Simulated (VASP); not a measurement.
A run of VASP 6.6.1 is set up as follows.

INCAR

```
ALGO = Normal
EDIFF = 1E-7
ENCUT = 520
ISIF = 2
ISMEAR = 0
LASPH = T
LCHARG = F
LREAL = F
LWAVE = F
NBANDS = 24
NELM = 60
PREC = Accurate
SIGMA = 0.15
```

KPOINTS

```
k-points
0
Gamma
  15 15 10
```

File POSCAR:

```
CuAs
1.0
    3.9570562696      0.0000000000      0.0000000000
   -1.9785281348      3.4269112537      0.0000000000
    0.0000000000      0.0000000000      4.7868509693
Cu As
2 2
Direct
    0.0000000000      0.0000000000      0.5000000000
    0.0000000000      0.0000000000      0.0000000000
    0.6666666667      0.3333333333      0.7500000000
    0.3333333333      0.6666666667      0.2500000000
```

Potentials or basis: VASP PAW LDA potentials, release 64 (Cu, As).

Launch:

```bash
$ cat potpaw_LDA.64/Cu/POTCAR potpaw_LDA.64/As/POTCAR > POTCAR
$ mpirun -np 1 vasp_std > vasp.out
```

Predict the pressure.

-7.5 GPa.

Estimate the band gap on the k mesh.

zero (band 16 reaches 7.19 eV, above the bottom of band 17 at 5.49 eV).

Stress tensor (GPa, compression positive):
```
-9.87  0.00  0.00
 0.00 -9.87  0.00
 0.00  0.00 -2.86
```
